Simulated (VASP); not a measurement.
A run of VASP 6.6.1 is set up as follows.

File INCAR:

```
PREC = Accurate
ENCUT = 520
EDIFF = 1E-7
ISMEAR = 0
SIGMA = 0.05
LREAL = False
LASPH = True
NELM = 80
ALGO = Normal
ISIF = 2
LWAVE = False
LCHARG = False
GGA = PS
NBANDS = 13
```

File KPOINTS:

```
regular mesh
0
Gamma
  18 18 18
```

POSCAR

```
W
1.0
   -1.5800000000      1.5800000000      1.5800000000
    1.5800000000     -1.5800000000      1.5800000000
    1.5800000000      1.5800000000     -1.5800000000
W
1
Direct
    0.0000000000      0.0000000000      0.0000000000
```

Potentials or basis: VASP PAW PBE potentials, release 64 (W_sv).

Run with:

```sh
$ cat potpaw_PBE.64/W_sv/POTCAR > POTCAR
$ mpirun -np 1 vasp_std > vasp.out
```

Q: What does it give for the pressure?

A: -1.1 GPa.

Q: Estimate the band gap on the k mesh.

A: Zero (bands 7 and 8 overlap by 6.46 eV).

Caveat: the PAW data sets were made with another functional, which shifts forces and pressure a little; spin-orbit coupling is left out, which moves the levels of the heavy elements.
